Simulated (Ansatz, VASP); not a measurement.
One calculation of Ag, two programs

```
Ag
1.0
    -1.72715    1.72715    1.72715
     1.72715   -1.72715    1.72715
     1.72715    1.72715   -1.72715
Ag
1
Direct
  0.00000 0.00000 0.00000
```

Alike in both runs: task single point; functional PBE; k mesh 18 × 18 × 18; occupations gaussian, width 0.1 eV; no spin polarisation.

|  | VASP | Ansatz |
| --- | --- | --- |
| version | VASP 6.6.1 | Ansatz 0.2.0 |
| potentials or method | VASP PAW PBE potentials, release 64 (Ag), cutoff 520 eV | scalar-relativistic, plane waves, PAW |
| valence electrons in the cell | 11 | 19 |

```csv
,VASP,Ansatz,Ansatz less VASP
gap on the k mesh at the Fermi level (eV),none,none,-
pressure (GPa),-8.1,-8.1,+0.02
```

A gap of «none» marks a metal or a gap that the smearing closes. With one functional, cell and mesh, what is left measures potentials, basis and numerics. VASP's potentials hold 11 valence electrons a cell and Ansatz's 19, so a difference there can come from the potentials and not from the codes.
